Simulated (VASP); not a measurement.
# Os (Im-3m) in VASP: single point with r2SCAN

Aim: the single point of Os with r2SCAN.

Everything below comes from runs of VASP 6.6.1. Logs are shortened: lines on timing, memory, paths and dates and some standing lists are left out, and cuts for length are marked.

**1. The cell of the first run**

It takes space group Im-3m (No. 229, cubic). Conventional cell: a = 3.070 Å, b = 3.070 Å, c = 3.070 Å, α = 90.00°, β = 90.00°, γ = 90.00°. Within 3.5 Å of Os (site symmetry m-3m) lie 14 Os at 2.66 to 3.07 Å.

This isn't the form of Os at room conditions, which is hcp.

**2. Single point, r2SCAN**

File POSCAR:

```
Os
1.0
   -1.5351292536      1.5351292536      1.5351292536
    1.5351292536     -1.5351292536      1.5351292536
    1.5351292536      1.5351292536     -1.5351292536
Os
1
Direct
    0.0000000000      0.0000000000      0.0000000000
```

File INCAR.step1:

```
SYSTEM = Os
  PREC = Accurate
  ENCUT = 620
  ISMEAR = 0
  SIGMA = 0.05
  LREAL = .FALSE.
  LASPH = .TRUE.
  NELM = 120
  NBANDS = 14
  GGA = PE
  ALGO = Normal
  EDIFF = 1E-5
  LWAVE = .TRUE.
  LCHARG = .FALSE.
  GGA_COMPAT = .FALSE.
```

File INCAR.step2:

```
SYSTEM = Os
  PREC = Accurate
  ENCUT = 620
  EDIFF = 1E-6
  ISMEAR = 0
  SIGMA = 0.05
  LREAL = .FALSE.
  LASPH = .TRUE.
  NELM = 120
  ALGO = Normal
  ISIF = 2
  LWAVE = .FALSE.
  LCHARG = .TRUE.
  METAGGA = R2SCAN
  LMIXTAU = .TRUE.
  LELF = .TRUE.
  LVHAR = .TRUE.
  NBANDS = 14
  ISTART = 1
  GGA_COMPAT = .FALSE.
```

File KPOINTS:

```
regular mesh
0
G
  18 18 18
  0 0 0
```

Potentials or basis: VASP PAW PBE potentials, release 64 (Os_sv_GW).

Launch:

```sh
cat potpaw_PBE.64/Os_sv_GW/POTCAR > POTCAR
cp INCAR.step1 INCAR
mpirun -np 1 vasp_std > vasp.out
cp INCAR.step2 INCAR
mpirun -np 1 vasp_std > vasp.out
```

OUTCAR:

```text
SYSTEM = Os
   PREC = Accurate
   ENCUT = 620
   EDIFF = 1E-6
   ISMEAR = 0
   LREAL = .FALSE.
   LASPH = .TRUE.
   NELM = 120
   ISIF = 2
   METAGGA = R2SCAN
   ISTART = 1

 ion  position               nearest neighbor table
   1  0.000  0.000  0.000-

  LATTYP: Found a body centered cubic cell.
 ALAT       =     3.0702585072

  Lattice vectors:

 A1 = (  -1.5351292536,   1.5351292536,   1.5351292536)
 A2 = (   1.5351292536,  -1.5351292536,   1.5351292536)
 A3 = (   1.5351292536,   1.5351292536,  -1.5351292536)

Analysis of symmetry for initial positions (statically):
=====================================================================
 Subroutine PRICEL returns:
 Original cell was already a primitive cell.

 Routine SETGRP: Setting up the symmetry group for a
 body centered cubic supercell.

 Subroutine GETGRP returns: Found 48 space group operations
 (whereof 48 operations were pure point group operations)
 out of a pool of 48 trial point group operations.

The static configuration has the point symmetry O_h .

Analysis of symmetry for dynamics (positions and initial velocities):
=====================================================================
 Subroutine PRICEL returns:
 Original cell was already a primitive cell.

 Routine SETGRP: Setting up the symmetry group for a
 body centered cubic supercell.

 Subroutine GETGRP returns: Found 48 space group operations
 (whereof 48 operations were pure point group operations)
 out of a pool of 48 trial point group operations.

The dynamic configuration has the point symmetry O_h .

 Subroutine INISYM returns: Found 48 space group operations
 (whereof 48 operations are pure point group operations),
 and found     1 'primitive' translations

----------------------------------------------------------------------------------------

                                     Primitive cell

  volume of cell :      14.4709

  direct lattice vectors                    reciprocal lattice vectors
    -1.535129254  1.535129254  1.535129254     0.000000000  0.325705473  0.325705473
     1.535129254 -1.535129254  1.535129254     0.325705473  0.000000000  0.325705473
     1.535129254  1.535129254 -1.535129254     0.325705473  0.325705473  0.000000000

  length of vectors
     2.658921863  2.658921863  2.658921863     0.460617098  0.460617098  0.460617098

  position of ions in fractional coordinates (direct lattice)
     0.000000000  0.000000000  0.000000000

  ion indices of the primitive-cell ions
   primitive index   ion index
                 1           1

----------------------------------------------------------------------------------------

 KPOINTS: regular mesh

Automatic generation of k-mesh.
 Grid dimensions read from file:
 generate k-points for:   18   18   18

 Generating k-lattice:

  Cartesian coordinates                     Fractional coordinates (reciprocal lattice)
     0.000000000  0.018094749  0.018094749     0.055555556  0.000000000  0.000000000
     0.018094749  0.000000000  0.018094749     0.000000000  0.055555556  0.000000000
     0.018094749  0.018094749  0.000000000     0.000000000  0.000000000  0.055555556

  Length of vectors
     0.025589839  0.025589839  0.025589839

  Shift w.r.t. Gamma in fractional coordinates (k-lattice)
     0.000000000  0.000000000  0.000000000

 Subroutine IBZKPT returns following result:
 ===========================================

 Found    195 irreducible k-points:

 Following reciprocal coordinates:
            Coordinates               Weight
  0.000000  0.000000  0.000000      1.000000
  0.055556  0.000000  0.000000     12.000000
  0.111111  0.000000  0.000000     12.000000
  0.166667  0.000000  0.000000     12.000000
  0.222222  0.000000  0.000000     12.000000
  0.277778  0.000000  0.000000     12.000000
[... 16 lines left out ...]
  0.333333  0.111111  0.000000     48.000000
  0.388889  0.111111  0.000000     48.000000
 [... further k-points ...]
   k-points           NKPTS =    195   k-points in BZ     NKDIM =    195   number of bands    NBANDS=     14
   number of dos      NEDOS =    301   number of ions     NIONS =      1
   total plane-waves  NPLWV =  13824
   dimension x,y,z NGX =    24 NGY =   24 NGZ =   24
   dimension x,y,z NGXF=    48 NGYF=   48 NGZF=   48
   ions per type =               1
   NGX,Y,Z   is equivalent  to a cutoff of  15.01, 15.01, 15.01 a.u.
   NGXF,Y,Z  is equivalent  to a cutoff of  30.01, 30.01, 30.01 a.u.
 SYSTEM =  Os
   PREC   = accura    normal or accurate (medium, high low for compatibility)
   ISTART =      1    job   : 0-new  1-cont  2-samecut
   ICHARG =      0    charge: 1-file 2-atom 10-const
   ISPIN  =      1    spin polarized calculation?
   LNONCOLLINEAR =      F non collinear calculations
   LSORBIT =      F    spin-orbit coupling
   LASPH  =      T    aspherical Exc in radial PAW
   ENCUT  =  620.0 eV  45.57 Ry    6.75 a.u.   5.40  5.40  5.40*2*pi/ulx,y,z
   NELM   =    120;   NELMIN=  2; NELMDL=  0     # of ELM steps
   EDIFF  = 0.1E-05   stopping-criterion for ELM
   LREAL  =      F    real-space projection
   EDIFFG = 0.1E-04   stopping-criterion for IOM
   NSW    =      0    number of steps for IOM
   IBRION =     -1    ionic relax: 0-MD 1-quasi-New 2-CG
   NFREE  =      0    steps in history (QN), initial steepest desc. (CG)
   ISIF   =      2    stress and relaxation
   ISYM   =      2    0-nonsym 1-usesym 2-fastsym
   POTIM  = 0.5000    time-step for ionic-motion
   TEBEG  =    0.0;   TEEND  =   0.0 temperature during run
   PSTRESS=    0.0 pullay stress
   NELECT =      16.0000    total number of electrons
   NUPDOWN=      -1.0000    fix difference up-down
   EMIN   =  10.00;   EMAX   =-10.00  energy-range for DOS
   EFERMI =   0.00;   METHOD = LEGACY
   ISMEAR =     0;   SIGMA  =   0.05  broadening in eV -4-tet -1-fermi 0-gaus
   EFERMI_NEDOS =   21; number of points for ismear=-14 and -15
   IALGO  =     38    algorithm
   IMIX   =      4    mixing-type and parameters
     AMIX     =   0.40;   BMIX     =  1.00
     AMIX_MAG =   1.60;   BMIX_MAG =  1.00
  volume/ion in A,a.u.               =      14.47        97.65
  Fermi-wavevector in a.u.,A,eV,Ry     =   1.692842  3.199008 38.990428  2.865716
  Thomas-Fermi vector in A             =   2.774356
   LORBIT       =      0    0 simple, 1 ext, 2 COOP (PROOUT), +10 PAW based schemes
   METAGGA = R2SCAN    functional components
   LHFCALC =     F    Hartree Fock is set to
   AEXX    =    0.0000 exact exchange contribution
   IVDW    =     0    specifies the selected vdW correction
   LEPSILON=     F    determine dielectric tensor
   LRPA    =     F    only Hartree local field effects (RPA)
 non-spin polarized calculation
 Gauss-broadening in eV      SIGMA  =   0.05
  energy-cutoff  :      620.00
  volume of cell :       14.47
 maximum number of plane-waves:       531
 NGX is ok and might be reduce to    24
   NGX = 11   NGY = 11   NGZ = 11

 number of electron      16.0000001 magnetization

 Free energy of the ion-electron system (eV)
  ---------------------------------------------------
  ext. energy  EPLUGINS =         0.00000000
  ---------------------------------------------------
  free energy    TOTEN  =       -53.16525187 eV

  energy without entropy =      -53.16314057  energy(sigma->0) =      -53.16419622

 E-fermi :  13.3075     XC(G=0): -15.7712

 val. band max:       13.3055507422   @ k =  -0.2222   0.3333   0.1111
 cond. band min:      13.3116081314   @ k =   0.1667   0.0000   0.0000
 fundamental gap:      0.0060573892
 Fermi energy:        13.3074842534

 k-point     1 :       0.0000    0.0000    0.0000
  band No.  band energies     occupation
      1     -75.6118      2.00000
      2     -33.8384      2.00000
      3     -33.8384      2.00000
      4     -33.8384      2.00000
      5       1.8407      2.00000
      6       9.7319      2.00000
      7       9.7319      2.00000
      8       9.7319      2.00000
      9      13.2547      1.86478
     10      13.2547      1.86478
     11      29.2970      0.00000
     12      29.2970      0.00000
     13      29.2970      0.00000
     14      42.0435      0.00000

 k-point     2 :       0.0556    0.0000    0.0000
  band No.  band energies     occupation
      1     -75.6085      2.00000
      2     -33.8717      2.00000
      3     -33.8492      2.00000
      4     -33.8384      2.00000
      5       1.9968      2.00000
      6       9.6518      2.00000
      7       9.7226      2.00000
      8       9.8739      2.00000
      9      13.1356      2.00000
     10      13.2582      1.83634
     11      29.4081      0.00000
     12      29.5498      0.00000
     13      29.5851      0.00000
     14      40.4792      0.00000

 k-point     3 :       0.1111    0.0000    0.0000
  band No.  band energies     occupation
      1     -75.5991      2.00000
      2     -33.9671      2.00000
      3     -33.8801      2.00000
      4     -33.8385      2.00000
      5       2.4486      2.00000
      6       9.4280      2.00000
      7       9.6768      2.00000
      8      10.2944      2.00000
      9      12.8649      2.00000
     10      13.2735      1.66326
     11      29.6659      0.00000
     12      30.2887      0.00000
     13      30.2904      0.00000
     14      38.4594      0.00000
[... 324 lines left out ...]
 k-point    23 :       0.3333    0.1111    0.0000
  band No.  band energies     occupation
      1     -75.5139      2.00000
      2     -34.7475      2.00000
      3     -34.1763      2.00000
      4     -33.8861      2.00000
      5       5.6531      2.00000
      6       7.8833      2.00000
      7      10.3497      2.00000
      8      12.9139      2.00000
      9      13.9958      0.00000
     10      16.2495      0.00000
     11      24.5554      0.00000
     12      27.1803      0.00000
     13      31.3499      0.00000
     14      36.9517      0.00000

 k-point    24 :       0.3889    0.1111    0.0000
  band No.  band energies     occupation
      1     -75.5052      2.00000
      2     -34.8205      2.00000
      3     -34.2127      2.00000
      4     -33.8870      2.00000
      5       5.6169      2.00000
      6       7.7428      2.00000
      7      11.1630      2.00000
      8      13.0083      2.00000
      9      14.2649      0.00000
     10      17.2712      0.00000
     11      22.9620      0.00000
     12      26.5366      0.00000
     13      30.3327      0.00000
     14      37.4668      0.00000

 [... further k-points ...]
[... 5 lines left out ...]
  --------------------------------------------------------------------------------------
  -------------------------------------------------------------------------------------
  Total       -0.0652012     -0.0652012     -0.0652012      0.0000000      0.0000000      0.0000000
  in kB       -7.2189105     -7.2189105     -7.2189105      0.0000000      0.0000000      0.0000000
  external PRESSURE =      -7.2189105 kB  Pullay stress =       0.0000000 kB

 VOLUME and BASIS-vectors are now :
 -----------------------------------------------------------------------------
  energy-cutoff  :      620.00
  volume of cell :       14.47
      direct lattice vectors                 reciprocal lattice vectors
    -1.535129254  1.535129254  1.535129254     0.000000000  0.325705473  0.325705473
     1.535129254 -1.535129254  1.535129254     0.325705473  0.000000000  0.325705473
     1.535129254  1.535129254 -1.535129254     0.325705473  0.325705473  0.000000000

 POSITION                                       TOTAL-FORCE (eV/Angst)
 -----------------------------------------------------------------------------------
      0.00000      0.00000      0.00000         0.000000     -0.000000      0.000000
 -----------------------------------------------------------------------------------
    total drift:                                0.000000     -0.000000     -0.000000

  FREE ENERGIE OF THE ION-ELECTRON SYSTEM (eV)
  ---------------------------------------------------
  free  energy   TOTEN  =       -53.1652518652 eV

  energy  without entropy=      -53.1631405680  energy(sigma->0) =      -53.16419622
```

It took 2.2 min on 1 thread of Intel Xeon Platinum 8175M at 2.50GHz (Skylake/Cascade Lake), shared host; peak memory 0.19 GiB.

Results:

- Free energy: -53.1653 eV
- Pressure: -0.7 GPa
- Band gap on the k mesh: zero (bands 8 and 9 overlap by 4.81 eV)

Caveat: the PAW data sets were made with another functional, which shifts forces and pressure a little; spin-orbit coupling is left out, which moves the levels of the heavy elements.
